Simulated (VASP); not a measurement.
# MnS (R-3m) in VASP: a series of runs

The runs below take MnS through single point, with PBE+U.

Everything below comes from runs of VASP 6.6.1. Logs are shortened: lines on timing, memory, paths and dates and some standing lists are left out, and cuts for length are marked.

### 1 The cell of the first run

The structure is trigonal, space group R-3m (No. 166). Conventional cell: a = 3.586 Å, b = 3.586 Å, c = 8.706 Å, α = 90.00°, β = 90.00°, γ = 120.00°. Mn (site symmetry -3m) has 6 S at 2.53 Å within 3.3 Å. Within 3.3 Å of S (site symmetry -3m) lie 6 Mn at 2.53 Å.

### 2 Single point, PBE+U, collinear spin, antiferromagnetic start (16.16 Å³/atom)

File INCAR:

```
ALGO = Normal ; EDIFF = 1E-7
ENCUT = 520 ; GGA = PE
ISIF = 2 ; ISMEAR = 0
ISPIN = 2 ; LASPH = True
LCHARG = False ; LDAU = True
LDAUJ = 0 0 ; LDAUL = 2 -1
LDAUPRINT = 1 ; LDAUTYPE = 2
LDAUU = 3.9 0 ; LMAXMIX = 4
LORBIT = 11 ; LREAL = False
LWAVE = False ; MAGMOM = 4.74 -4.74 0 0
NBANDS = 31 ; NELM = 150
PREC = Accurate ; SIGMA = 0.05
```

File KPOINTS:

```
k-points
0
Gamma
  8 8 8
```

File POSCAR:

```
MnS
1.0
    1.7930535544      1.0352199525      5.8039839510
   -1.7930535544      1.0352199525      5.8039839510
    0.0000000000     -2.0704399044      5.8039839511
Mn S
2 2
Direct
    0.0000000000      0.0000000000      0.0000000000
    0.5000000000      0.5000000000      0.5000000000
    0.7500000002      0.7500000002      0.7500000002
    0.2499999998      0.2499999998      0.2499999998
```

Potentials or basis: VASP PAW PBE potentials, release 64 (Mn_pv, S).

Started as:

```
$ cat potpaw_PBE.64/Mn_pv/POTCAR potpaw_PBE.64/S/POTCAR > POTCAR
$ mpirun -np 1 vasp_std > vasp.out
```

OUTCAR:

```text
EDIFF = 1E-7
   ENCUT = 520
   GGA = PE
   ISIF = 2
   ISMEAR = 0
   ISPIN = 2
   LASPH = True
   LORBIT = 11
   LREAL = False
   NELM = 150
   PREC = Accurate

 ion  position               nearest neighbor table
   1  0.000  0.000  0.000-   4 2.53   3 2.53   4 2.53   4 2.53   3 2.53   3 2.53
   2  0.500  0.500  0.500-   3 2.53   4 2.53   3 2.53   3 2.53   4 2.53   4 2.53
   3  0.750  0.750  0.750-   2 2.53   2 2.53   2 2.53   1 2.53   1 2.53   1 2.53
   4  0.250  0.250  0.250-   2 2.53   2 2.53   2 2.53   1 2.53   1 2.53   1 2.53

  LATTYP: Found a trigonal (rhomboedric) cell.
 ALAT       =     6.1622196571
 COS(alpha) =     0.8306667796

  Lattice vectors:

 A1 = (   1.7930535544,   1.0352199525,   5.8039839510)
 A2 = (  -1.7930535544,   1.0352199525,   5.8039839510)
 A3 = (   0.0000000000,  -2.0704399044,   5.8039839511)

Analysis of symmetry for initial positions (statically):
=====================================================================
 Subroutine PRICEL returns following result:

  LATTYP: Found a trigonal (rhomboedric) cell.
 ALAT       =     3.5648672941
 COS(alpha) =     0.4940241565
[... 12 lines left out ...]
 Subroutine GETGRP returns: Found 12 space group operations
 (whereof 12 operations were pure point group operations)
 out of a pool of 12 trial point group operations.

The static configuration has the point symmetry D_3d.

Analysis of symmetry for dynamics (positions and initial velocities):
=====================================================================
 Subroutine PRICEL returns following result:

  LATTYP: Found a trigonal (rhomboedric) cell.
 ALAT       =     3.5648672941
 COS(alpha) =     0.4940241565
[... 12 lines left out ...]
 Subroutine GETGRP returns: Found 12 space group operations
 (whereof 12 operations were pure point group operations)
 out of a pool of 12 trial point group operations.

The dynamic configuration has the point symmetry D_3d.

Analysis of structural, dynamic, and magnetic symmetry:
=====================================================================
 Subroutine PRICEL returns following result:

  LATTYP: Found a trigonal (rhomboedric) cell.
 ALAT       =     3.5648672941
 COS(alpha) =     0.4940241565
[... 12 lines left out ...]
 Subroutine GETGRP returns: Found 12 space group operations
 (whereof 12 operations were pure point group operations)
 out of a pool of 12 trial point group operations.

The overall configuration has the point symmetry D_3d.

 Subroutine INISYM returns: Found 12 space group operations
 (whereof 12 operations are pure point group operations),
 and found     2 'primitive' translations

----------------------------------------------------------------------------------------

                                     Primitive cell

  volume of cell :      32.3201

  direct lattice vectors                    reciprocal lattice vectors
     0.000000000  2.070439905  2.901991975    -0.000000000  0.321992764  0.114863630
    -1.793053554 -1.035219952  2.901991976    -0.278853913 -0.160996382  0.114863630
     1.793053554 -1.035219952  2.901991976     0.278853913 -0.160996382  0.114863630

  length of vectors
[... 139 lines left out ...]
spin component  2

  0.0514  0.0000 -0.0000  0.0426  0.0000
  0.0000  0.0780 -0.0000  0.0000  0.0426
 -0.0000 -0.0000  0.0202 -0.0000 -0.0000
  0.0426  0.0000 -0.0000  0.0780  0.0000
  0.0000  0.0426 -0.0000  0.0000  0.0514

 occupancies and eigenvectors

  o =  0.0201  v =  0.0000  0.0000  0.0000  0.0000  0.0000  0.8055 -0.0001  0.0000 -0.5925  0.0001      0.0000  0.0000  0.0000  0.0000  0.0000  0.0000  0.0000  0.0000  0.0000  0.0000
  o =  0.0201  v =  0.0000  0.0000  0.0000  0.0000  0.0000 -0.0001 -0.5925  0.0000  0.0001  0.8055      0.0000  0.0000  0.0000  0.0000  0.0000  0.0000  0.0000  0.0000  0.0000  0.0000
  o =  0.0202  v =  0.0000  0.0000  0.0000  0.0000  0.0000  0.0000  0.0000  1.0000 -0.0000 -0.0000      0.0000  0.0000  0.0000  0.0000  0.0000  0.0000  0.0000  0.0000  0.0000  0.0000
  o =  0.1094  v =  0.0000  0.0000  0.0000  0.0000  0.0000  0.0000 -0.8055  0.0000  0.0000 -0.5925      0.0000  0.0000  0.0000  0.0000  0.0000  0.0000  0.0000  0.0000  0.0000  0.0000
  o =  0.1094  v =  0.0000  0.0000  0.0000  0.0000  0.0000  0.5925  0.0000 -0.0000  0.8055  0.0000      0.0000  0.0000  0.0000  0.0000  0.0000  0.0000  0.0000  0.0000  0.0000  0.0000
  o =  0.9275  v = -0.8547 -0.0000 -0.0000  0.5190  0.0000  0.0000  0.0000  0.0000  0.0000  0.0000      0.0000  0.0000  0.0000  0.0000  0.0000  0.0000  0.0000  0.0000  0.0000  0.0000
  o =  0.9275  v =  0.0000 -0.5190  0.0000 -0.0000  0.8547  0.0000  0.0000  0.0000  0.0000  0.0000      0.0000  0.0000  0.0000  0.0000  0.0000  0.0000  0.0000  0.0000  0.0000  0.0000
  o =  0.9280  v =  0.0000  0.0000  1.0000  0.0000 -0.0000  0.0000  0.0000  0.0000  0.0000  0.0000      0.0000  0.0000  0.0000  0.0000  0.0000  0.0000  0.0000  0.0000  0.0000  0.0000
  o =  0.9518  v =  0.0000  0.8547 -0.0000  0.0000  0.5190  0.0000  0.0000  0.0000  0.0000  0.0000      0.0000  0.0000  0.0000  0.0000  0.0000  0.0000  0.0000  0.0000  0.0000  0.0000
  o =  0.9518  v =  0.5190 -0.0000 -0.0000  0.8547  0.0000  0.0000  0.0000  0.0000  0.0000  0.0000      0.0000  0.0000  0.0000  0.0000  0.0000  0.0000  0.0000  0.0000  0.0000  0.0000

atom =   2  type =  1  l = 2

 onsite density matrix

spin component  1

  0.0514 -0.0000  0.0000  0.0426  0.0000
 -0.0000  0.0780 -0.0000  0.0000  0.0426
  0.0000 -0.0000  0.0202  0.0000 -0.0000
  0.0426  0.0000  0.0000  0.0780  0.0000
  0.0000  0.0426 -0.0000  0.0000  0.0514

spin component  2

  0.9341  0.0000 -0.0000  0.0108 -0.0000
  0.0000  0.9453  0.0000 -0.0000  0.0108
 -0.0000  0.0000  0.9280  0.0000 -0.0000
  0.0108 -0.0000  0.0000  0.9453 -0.0000
 -0.0000  0.0108 -0.0000 -0.0000  0.9341

 occupancies and eigenvectors

  o =  0.0201  v =  0.8055  0.0001 -0.0000 -0.5925 -0.0001  0.0000  0.0000  0.0000  0.0000  0.0000      0.0000  0.0000  0.0000  0.0000  0.0000  0.0000  0.0000  0.0000  0.0000  0.0000
  o =  0.0201  v =  0.0001 -0.5925  0.0000 -0.0001  0.8055  0.0000  0.0000  0.0000  0.0000  0.0000      0.0000  0.0000  0.0000  0.0000  0.0000  0.0000  0.0000  0.0000  0.0000  0.0000
  o =  0.0202  v =  0.0000 -0.0000 -1.0000 -0.0000  0.0000  0.0000  0.0000  0.0000  0.0000  0.0000      0.0000  0.0000  0.0000  0.0000  0.0000  0.0000  0.0000  0.0000  0.0000  0.0000
  o =  0.1094  v =  0.0000 -0.8055  0.0000 -0.0000 -0.5925  0.0000  0.0000  0.0000  0.0000  0.0000      0.0000  0.0000  0.0000  0.0000  0.0000  0.0000  0.0000  0.0000  0.0000  0.0000
  o =  0.1094  v =  0.5925  0.0000  0.0000  0.8055  0.0000  0.0000  0.0000  0.0000  0.0000  0.0000      0.0000  0.0000  0.0000  0.0000  0.0000  0.0000  0.0000  0.0000  0.0000  0.0000
  o =  0.9275  v =  0.0000  0.0000  0.0000  0.0000  0.0000 -0.8547 -0.0000  0.0000  0.5190  0.0000      0.0000  0.0000  0.0000  0.0000  0.0000  0.0000  0.0000  0.0000  0.0000  0.0000
  o =  0.9275  v =  0.0000  0.0000  0.0000  0.0000  0.0000 -0.0000  0.5190 -0.0000  0.0000 -0.8547      0.0000  0.0000  0.0000  0.0000  0.0000  0.0000  0.0000  0.0000  0.0000  0.0000
  o =  0.9280  v =  0.0000  0.0000  0.0000  0.0000  0.0000  0.0000 -0.0000 -1.0000 -0.0000  0.0000      0.0000  0.0000  0.0000  0.0000  0.0000  0.0000  0.0000  0.0000  0.0000  0.0000
  o =  0.9518  v =  0.0000  0.0000  0.0000  0.0000  0.0000  0.0000 -0.8547  0.0000  0.0000 -0.5190      0.0000  0.0000  0.0000  0.0000  0.0000  0.0000  0.0000  0.0000  0.0000  0.0000
  o =  0.9518  v =  0.0000  0.0000  0.0000  0.0000  0.0000 -0.5190 -0.0000  0.0000 -0.8547 -0.0000      0.0000  0.0000  0.0000  0.0000  0.0000  0.0000  0.0000  0.0000  0.0000  0.0000

 number of electron      37.9999992 magnetization       0.0000000

 Free energy of the ion-electron system (eV)
  ---------------------------------------------------
  ext. energy  EPLUGINS =         0.00000000
  ---------------------------------------------------
  free energy    TOTEN  =       -25.79814062 eV

  energy without entropy =      -25.79814062  energy(sigma->0) =      -25.79814062

 E-fermi :   7.1532     XC(G=0): -11.0428

 val. band max:        6.9525894398   @ k =   0.5000   0.5000   0.5000
 cond. band min:       8.9782208427   @ k =   0.5000   0.5000   0.0000
 fundamental gap:      2.0256314029
 Fermi energy:         7.1532192149

 spin component 1

 k-point     1 :       0.0000    0.0000    0.0000
  band No.  band energies     occupation
      1     -43.0616      1.00000
      2     -43.0530      1.00000
      3     -43.0530      1.00000
      4     -38.2984      1.00000
      5     -38.2984      1.00000
      6     -38.2983      1.00000
[... 1625 lines left out ...]
     30      15.3460      0.00000
     31      15.9672      0.00000

 [... further k-points ...]

------------------------ aborting loop because EDIFF is reached ----------------------------------------

  FORCE on cell =-STRESS in cart. coord.  units (eV):
  Direction    XX          YY          ZZ          XY          YZ          ZX
  --------------------------------------------------------------------------------------
  -------------------------------------------------------------------------------------
  Total        4.6882202      4.6882202      4.7063484      0.0000000      0.0000000      0.0000000
  in kB      116.2024363    116.2024363    116.6517625      0.0000000      0.0000000      0.0000000
  external PRESSURE =     116.3522117 kB  Pullay stress =       0.0000000 kB

 VOLUME and BASIS-vectors are now :
 -----------------------------------------------------------------------------
  energy-cutoff  :      520.00
  volume of cell :       64.64
      direct lattice vectors                 reciprocal lattice vectors
     1.793053554  1.035219953  5.803983951     0.278853913  0.160996382  0.057431815
    -1.793053554  1.035219953  5.803983951    -0.278853913  0.160996382  0.057431815
     0.000000000 -2.070439904  5.803983951     0.000000000 -0.321992764  0.057431815

 POSITION                                       TOTAL-FORCE (eV/Angst)
 -----------------------------------------------------------------------------------
      0.00000      0.00000      0.00000        -0.000000      0.000000      0.000000
      0.00000      0.00000      8.70598         0.000000      0.000000      0.000000
      0.00000      0.00000     13.05896        -0.000000      0.000000     -0.000000
      0.00000      0.00000      4.35299        -0.000000     -0.000000     -0.000000
 -----------------------------------------------------------------------------------
    total drift:                               -0.000000     -0.000000     -0.000000

  FREE ENERGIE OF THE ION-ELECTRON SYSTEM (eV)
  ---------------------------------------------------
  free  energy   TOTEN  =       -25.7981406205 eV

  energy  without entropy=      -25.7981406205  energy(sigma->0) =      -25.79814062

 total charge

# of ion       s       p       d       tot
------------------------------------------
    1        0.230   6.197   4.946  11.374
    2        0.230   6.197   4.946  11.374
    3        1.321   2.495   0.000   3.817
    4        1.321   2.495   0.000   3.817
--------------------------------------------------
tot          3.103  17.386   9.892  30.381

 magnetization (x)

# of ion       s       p       d       tot
------------------------------------------
    1        0.022   0.021   4.398   4.441
    2       -0.022  -0.021  -4.398  -4.441
    3        0.000   0.000   0.000   0.000
    4        0.000   0.000   0.000   0.000
--------------------------------------------------
tot          0.000   0.000   0.000   0.000
```

It took 21 min on 1 thread of Intel Xeon 8259CL, shared host; peak memory 0.52 GiB.

What came out:

```yaml
Free_energy: -25.7981 eV
Pressure: 11.6 GPa
Band_gap_on_the_k_mesh: 2.03 eV
Net_moment: 0.00 μB per cell
Site_moments: Mn +4.44, -4.44; S +0.00 μB
Valence_electrons_inside_the_program's_atomic_spheres: Mn 11.37; S 3.82
```

Levels at points of the mesh, in eV from the valence-band top:
Spin up:
```tsv
k point	band 17	band 18	band 19	band 20	band 21	band 22
(0.00, 0.00, 0.00)	-0.97	-0.97	-0.88	3.02	3.02	3.12
(0.50, 0.00, 0.00)	-2.71	-1.28	-0.87	2.16	3.54	3.85
(0.50, 0.50, 0.00)	-2.68	-0.92	-0.55	2.03	2.46	3.89
(0.50, 0.50, 0.50)	-1.98	0.00	0.00	2.67	2.87	2.87
```
Spin down:
```
           k point  band 17  band 18  band 19  band 20  band 21  band 22
(0.00, 0.00, 0.00)    -0.97    -0.97    -0.88     3.02     3.02     3.12
(0.50, 0.00, 0.00)    -2.71    -1.28    -0.87     2.16     3.54     3.85
(0.50, 0.50, 0.00)    -2.68    -0.92    -0.55     2.03     2.46     3.89
(0.50, 0.50, 0.50)    -1.98     0.00     0.00     2.67     2.87     2.87
```

Eigenvalues of the final occupation matrices:
| site | spin | trace | eigenvalues |
| --- | --- | --- | --- |
| site 1 d | 1 | 4.69 | 0.93 0.93 0.93 0.95 0.95 |
| site 1 d | 2 | 0.28 | 0.02 0.02 0.02 0.11 0.11 |
| site 2 d | 1 | 0.28 | 0.02 0.02 0.02 0.11 0.11 |
| site 2 d | 2 | 4.69 | 0.93 0.93 0.93 0.95 0.95 |

Caveat: the cell stands under pressure; the antiferromagnetic order is the one typed at the start, and another may lie lower. A k mesh can miss the band edges.

### 3 Single point, PBE+U, collinear spin, antiferromagnetic start (16.89 Å³/atom)

This run uses another cell than the first one, of 16.89 Å³/atom.

File INCAR:

```
PREC = Accurate
ENCUT = 520
EDIFF = 1E-6
ISMEAR = 0
SIGMA = 0.05
LREAL = False
LASPH = True
NELM = 150
ALGO = Normal
ISIF = 2
LWAVE = False
LCHARG = True
ISPIN = 2
MAGMOM = 4.8 -4.8 0 0
LORBIT = 11
LMAXMIX = 4
LDAU = True
LDAUTYPE = 2
LDAUL = 2 -1
LDAUU = 3.9 0
LDAUJ = 0 0
LDAUPRINT = 1
GGA = PE
LELF = True
LVHAR = True
NBANDS = 31
```

File KPOINTS:

```
Automatic mesh
0
Gamma
  8 8 8
```

File POSCAR:

```
MnS
1.0
    1.8198194939      1.0506732749      5.8906233504
   -1.8198194939      1.0506732749      5.8906233504
    0.0000000000     -2.1013465492      5.8906233505
Mn S
2 2
Direct
    0.0000000000      0.0000000000      0.0000000000
    0.5000000000      0.5000000000      0.5000000000
    0.7500000002      0.7500000002      0.7500000002
    0.2499999998      0.2499999998      0.2499999998
```

Potentials or basis: VASP PAW PBE potentials, release 64 (Mn_pv, S).

Started as:

```
$ cat potpaw_PBE.64/Mn_pv/POTCAR potpaw_PBE.64/S/POTCAR > POTCAR
$ mpirun -np 1 vasp_std > vasp.out
```

Wall time 14 min (1 thread of Intel Xeon 8259CL, shared host); peak memory 0.52 GiB.

It converged, with:

```
Free energy                                           : -25.9662 eV
Pressure                                              : 6.7 GPa
Band gap on the k mesh                                : 2.18 eV
Net moment                                            : 0.00 μB per cell
Site moments                                          : Mn +4.47, -4.47; S +0.00 μB
Valence electrons inside the program's atomic spheres : Mn 11.33; S 3.80
```

Stress tensor (GPa, compression positive):
```
6.69 0.00 0.00
0.00 6.69 0.00
0.00 0.00 6.82
```

Levels at points of the mesh, in eV from the valence-band top:
Spin up:
```tsv
k point	band 17	band 18	band 19	band 20	band 21	band 22
(0.00, 0.00, 0.00)	-0.86	-0.86	-0.78	3.14	3.14	3.21
(0.50, 0.00, 0.00)	-2.49	-1.29	-0.83	2.33	3.64	3.91
(0.50, 0.50, 0.00)	-2.49	-0.84	-0.53	2.18	2.44	3.96
(0.50, 0.50, 0.50)	-1.78	0.00	0.00	2.78	3.02	3.02
```
Spin down:
| k point | band 17 | band 18 | band 19 | band 20 | band 21 | band 22 |
| --- | --- | --- | --- | --- | --- | --- |
| (0.00, 0.00, 0.00) | -0.86 | -0.86 | -0.78 | 3.14 | 3.14 | 3.21 |
| (0.50, 0.00, 0.00) | -2.49 | -1.29 | -0.83 | 2.33 | 3.64 | 3.91 |
| (0.50, 0.50, 0.00) | -2.49 | -0.84 | -0.53 | 2.18 | 2.44 | 3.96 |
| (0.50, 0.50, 0.50) | -1.78 | 0.00 | 0.00 | 2.78 | 3.02 | 3.02 |

Eigenvalues of the final occupation matrices:
```
    site  spin  trace               eigenvalues
site 1 d     1   4.69  0.93 0.93 0.93 0.95 0.95
site 1 d     2   0.25  0.02 0.02 0.02 0.10 0.10
site 2 d     1   0.25  0.02 0.02 0.02 0.10 0.10
site 2 d     2   4.69  0.93 0.93 0.93 0.95 0.95
```

Caveat: the cell stands under pressure; the antiferromagnetic order is the one typed at the start, and another may lie lower.
